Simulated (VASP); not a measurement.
# Si2BiTe2 (P4/mmm) in VASP: a series of runs, part 2 of 2

VASP 6.6.1. Earlier steps stand in the parts before.

### 3 Single point, PBE

This run uses another cell than the first one, of 41.95 Å³/atom, 1.428 times its volume.

INCAR reads:

```
ALGO = Normal
EDIFF = 1E-6
ENCUT = 520
GGA = PE
ISIF = 2
ISMEAR = 0
LASPH = T
LCHARG = F
LREAL = F
LWAVE = F
NBANDS = 26
NELM = 100
PREC = Accurate
SIGMA = 0.1
```

KPOINTS reads:

```
k-points
0
Gamma
  4 4 2
```

POSCAR reads:

```
Si2BiTe2
1.0
    4.4411371723      0.0000000000      0.0000000000
    0.0000000000      4.4411371723      0.0000000000
    0.0000000000      0.0000000000     10.6346890202
Si Bi Te
2 1 2
Direct
    0.5000000000      0.5000000000      0.7655428833
    0.5000000000      0.5000000000      0.2344571167
    0.5000000000      0.5000000000      0.5000000000
    0.0000000000      0.0000000000      0.5000000000
    0.5000000000      0.5000000000      0.0000000000
```

Potentials or basis: VASP PAW PBE potentials, release 64 (Si, Bi_d, Te).

Started as:

```
$ cat potpaw_PBE.64/Si/POTCAR potpaw_PBE.64/Bi_d/POTCAR potpaw_PBE.64/Te/POTCAR > POTCAR
$ mpirun -np 1 vasp_std > vasp.out
```

OUTCAR:

```text
EDIFF = 1E-6
   ENCUT = 520
   GGA = PE
   ISIF = 2
   ISMEAR = 0
   LASPH = T
   LREAL = F
   NELM = 100
   PREC = Accurate

 ion  position               nearest neighbor table
   1  0.500  0.500  0.766-   5 2.49   3 2.82
   2  0.500  0.500  0.234-   5 2.49   3 2.82
   3  0.500  0.500  0.500-   1 2.82   2 2.82   4 3.14   4 3.14   4 3.14   4 3.14
   4  0.000  0.000  0.500-   3 3.14   3 3.14   3 3.14   3 3.14
   5  0.500  0.500  0.000-   1 2.49   2 2.49

  LATTYP: Found a simple tetragonal cell.
 ALAT       =     4.4411371723
 C/A-ratio  =     2.3945869284

  Lattice vectors:

 A1 = (   4.4411371723,   0.0000000000,   0.0000000000)
 A2 = (   0.0000000000,   4.4411371723,   0.0000000000)
 A3 = (   0.0000000000,   0.0000000000,  10.6346890202)

Analysis of symmetry for initial positions (statically):
[... 163 lines left out ...]
  free energy    TOTEN  =       -16.66678513 eV

  energy without entropy =      -16.64869527  energy(sigma->0) =      -16.65774020

 E-fermi :   2.6118     XC(G=0):  -7.5611

 val. band max:        2.5358161007   @ k =   0.2500   0.2500   0.0000
 cond. band min:       2.6469215558   @ k =   0.5000   0.2500   0.0000
 fundamental gap:      0.1111054551
 Fermi energy:         2.6118171862

 k-point     1 :       0.0000    0.0000    0.0000
  band No.  band energies     occupation
      1     -20.3928      2.00000
      2     -20.3922      2.00000
      3     -20.3609      2.00000
      4     -20.3263      2.00000
      5     -20.3263      2.00000
      6     -10.1991      2.00000
[... 337 lines left out ...]
     25       7.6733      0.00000
     26       8.1648      0.00000

------------------------ aborting loop because EDIFF is reached ----------------------------------------

  FORCE on cell =-STRESS in cart. coord.  units (eV):
  Direction    XX          YY          ZZ          XY          YZ          ZX
  --------------------------------------------------------------------------------------
  -------------------------------------------------------------------------------------
  Total        0.1213357      0.1213357      0.1799117      0.0000000      0.0000000     -0.0000000
  in kB        0.9267999      0.9267999      1.3742214      0.0000000      0.0000000     -0.0000000
  external PRESSURE =       1.0759404 kB  Pullay stress =       0.0000000 kB

 VOLUME and BASIS-vectors are now :
 -----------------------------------------------------------------------------
  energy-cutoff  :      520.00
  volume of cell :      209.76
      direct lattice vectors                 reciprocal lattice vectors
     4.441137172  0.000000000  0.000000000     0.225167555  0.000000000  0.000000000
     0.000000000  4.441137172  0.000000000     0.000000000  0.225167555  0.000000000
     0.000000000  0.000000000 10.634689020     0.000000000  0.000000000  0.094031899

 POSITION                                       TOTAL-FORCE (eV/Angst)
 -----------------------------------------------------------------------------------
      2.22057      2.22057      8.14131        -0.000000     -0.000000     -0.016370
      2.22057      2.22057      2.49338         0.000000      0.000000      0.016370
      2.22057      2.22057      5.31734        -0.000000     -0.000000     -0.000000
      0.00000      0.00000      5.31734        -0.000000     -0.000000     -0.000000
      2.22057      2.22057      0.00000        -0.000000     -0.000000     -0.000000
 -----------------------------------------------------------------------------------
    total drift:                                0.000000      0.000000      0.000000

  FREE ENERGIE OF THE ION-ELECTRON SYSTEM (eV)
  ---------------------------------------------------
  free  energy   TOTEN  =       -16.6667851257 eV

  energy  without entropy=      -16.6486952680  energy(sigma->0) =      -16.65774020
```

stdout:

```text
POSCAR found type information on POSCAR SiBiTe
 POSCAR found :  3 types and       5 ions
 scaLAPACK will be used
 LDA part: xc-table for (Slater+PW92), standard interpolation
 POSCAR, INCAR and KPOINTS ok, starting setup
 FFT: planning ... GRIDC
 FFT: planning ... GRID_SOFT
 FFT: planning ... GRID
 WAVECAR not read
 entering main loop
```

Wall time 29 s (1 thread of Intel Xeon 6975P-C (Granite Rapids), shared host); peak memory 0.34 GiB.

What came out:

```
Free energy   : -16.6668 eV
Pressure      : 0.1 GPa
Largest force : 0.016 eV/Å
```

Forces on the atoms (eV/Å):
```
Si   0.000  0.000 -0.016
Si   0.000  0.000  0.016
Bi   0.000  0.000  0.000
Te   0.000  0.000  0.000
Te   0.000  0.000  0.000
```

Caveat: spin-orbit coupling is left out, which moves the levels of the heavy elements.

### 4 Relaxation of cell and atoms, PBE

INCAR reads:

```
SYSTEM = Si2BiTe2
PREC     = Accurate       ! precision mode
ENCUT    = 600            ! plane-wave cutoff, eV
EDIFF    = 1E-7           ! SCF threshold, eV
ISMEAR   = 0              ! smearing method
SIGMA    = 0.1            ! smearing width, eV
LREAL    = .FALSE.        ! projectors in reciprocal space
LASPH    = .TRUE.         ! aspherical terms in the spheres
NELM     = 60             ! most SCF steps
ALGO     = Normal         ! electronic algorithm
ISIF     = 3              ! what is computed and relaxed
LWAVE    = .FALSE.        ! write WAVECAR
LCHARG   = .FALSE.        ! write CHGCAR
GGA      = PE             ! functional
IBRION   = 2              ! ionic algorithm
NSW      = 90             ! ionic steps
EDIFFG   = -0.04          ! ionic threshold
```

KPOINTS reads:

```
regular mesh
0
G
  4 4 2
  0 0 0
```

POSCAR reads:

```
Si2BiTe2
1.0
    3.8237981800      0.0000000000      0.0000000000
    0.0000000000      3.8237981800      0.0000000000
    0.0000000000      0.0000000000     10.0444365000
Si Bi Te
2 1 2
Direct
    0.5000000000      0.5000000000      0.8101209200
    0.5000000000      0.5000000000      0.1898790800
    0.5000000000      0.5000000000      0.5000000000
    0.0000000000      0.0000000000      0.5000000000
    0.5000000000      0.5000000000      0.0000000000
```

Started as:

```
$ cat potpaw_PBE.64/Si/POTCAR potpaw_PBE.64/Bi_d/POTCAR potpaw_PBE.64/Te/POTCAR > POTCAR
$ mpirun -np 1 vasp_std > vasp.out
```

Wall time 6.7 min (1 thread of Intel Xeon 6975P-C (Granite Rapids), shared host); peak memory 0.31 GiB.

It converged, with:

- Free energy: -16.6616 eV
- Relaxed volume: 42.16 Å³/atom
- Relaxed cell: a = 4.450 Å, b = 4.450 Å, c = 10.645 Å, α = 90.00°, β = 90.00°, γ = 90.00°
- Space group after relaxing (to 0.05 Å): P4/mmm (No. 123)
- Energy gained by relaxing: 1738.5 meV/atom
- Ionic steps: 19
- Pressure after relaxing: 0.0 GPa
- Largest force after relaxing: 0.010 eV/Å

Forces on the atoms (eV/Å):
```
Si   0.000  0.000 -0.010
Si   0.000  0.000  0.010
Bi   0.000  0.000  0.000
Te   0.000  0.000  0.000
Te   0.000  0.000  0.000
```

The path:
```tsv
step	energy change (eV)	largest force (eV/Å)	pressure (GPa)	volume (Å³)
1	0.0000	16.8561	35.95	146.86
2	-3.3691	0.3443	-3.26	322.41
3	-3.8025	0.2131	-3.27	304.07
4	-4.2232	0.0616	-3.25	287.32
5	-6.4546	0.5066	-0.84	210.88
6	-7.2539	0.5166	5.00	177.38
7	-7.1953	0.1198	8.08	168.79
8	-7.2614	0.4292	5.77	175.03
9	-8.5669	0.0154	-0.60	209.59
10	-8.5974	0.1781	-1.32	219.72
11	-8.5986	0.1411	-1.21	217.84
12	-8.6379	0.8074	0.59	209.55
13	-8.6508	0.5828	-0.06	212.17
14	-8.6738	0.4016	0.10	210.28
15	-8.6873	0.0415	0.45	206.99
16	-8.6877	0.1067	0.39	207.52
17	-8.6902	0.0545	-0.13	210.53
18	-8.6909	0.0054	0.03	209.59
19	-8.6923	0.0103	-0.01	210.78
```

Final structure:
```cif
data_structure
_symmetry_space_group_name_H-M 'P 1'
_symmetry_Int_Tables_number 1
_cell_length_a 4.4498
_cell_length_b 4.4498
_cell_length_c 10.6453
_cell_angle_alpha 90.000
_cell_angle_beta 90.000
_cell_angle_gamma 90.000
_cell_volume 210.78
loop_
_atom_site_label
_atom_site_type_symbol
_atom_site_fract_x
_atom_site_fract_y
_atom_site_fract_z
_atom_site_occupancy
Si1 Si 0.50000 0.50000 0.76555 1
Si2 Si 0.50000 0.50000 0.23445 1
Bi1 Bi 0.50000 0.50000 0.50000 1
Te1 Te 0.00000 0.00000 0.50000 1
Te2 Te 0.50000 0.50000 0.00000 1
```

Levels at points of the mesh, in eV from the Fermi level:
```
           k point  band 14  band 15  band 16  band 17  band 18  band 19  band 20  band 21
(0.00, 0.00, 0.00)    -1.30    -1.30    -1.00     0.75     0.75     1.72     1.88     1.94
(0.50, 0.00, 0.00)    -1.33    -1.27    -1.07    -0.67    -0.46     0.11     1.13     1.15
(0.50, 0.50, 0.00)    -2.50    -2.50    -1.27    -0.66    -0.66     0.96     0.96     2.04
(0.00, 0.00, 0.50)    -2.20    -1.34    -1.34    -0.13     0.94     0.94     1.80     1.80
(0.50, 0.00, 0.50)    -1.33    -1.23    -1.18    -1.17    -0.98    -0.70     0.32     1.20
(0.50, 0.50, 0.50)    -2.55    -1.93    -1.27    -0.93    -0.26    -0.26     0.42     0.42
```

Caveat: the k points lie up to 0.35 Å⁻¹ apart in the final cell; the volume moved by over 15 % at a fixed basis, so the end points are rough; spin-orbit coupling is left out, which moves the levels of the heavy elements.

### 5 Overview

```csv
task,cell,cutoff (eV),gap on the mesh (eV),pressure (GPa),largest force (eV/Å)
single point,"a = 3.824, b = 3.824, c = 10.044 Å, 5 atoms",520,none,35.9,16.86
single point,"a = 4.441, b = 4.441, c = 10.635 Å, 5 atoms",520,none,0.1,0.02
relaxation of cell and atoms,"relaxed from a = 3.824, b = 3.824, c = 10.044 Å, 5 atoms",600,none,0.0,0.01
```

Alike in all rows: level PBE; potentials or basis VASP PAW PBE potentials, release 64 (Si, Bi_d, Te); no spin polarisation; k mesh 4 × 4 × 2; smearing gaussian 0.1 eV.

Caveats: some runs use coarse meshes; spin-orbit coupling is left out, which moves the levels of the heavy elements; forces of over 1 eV/Å act on the atoms, so gaps and moduli don't describe the material at rest (some runs); the volume moved by over 15 % at a fixed basis, so the end points are rough (some runs).

Absolute energies hang on the potentials; compare differences alone.
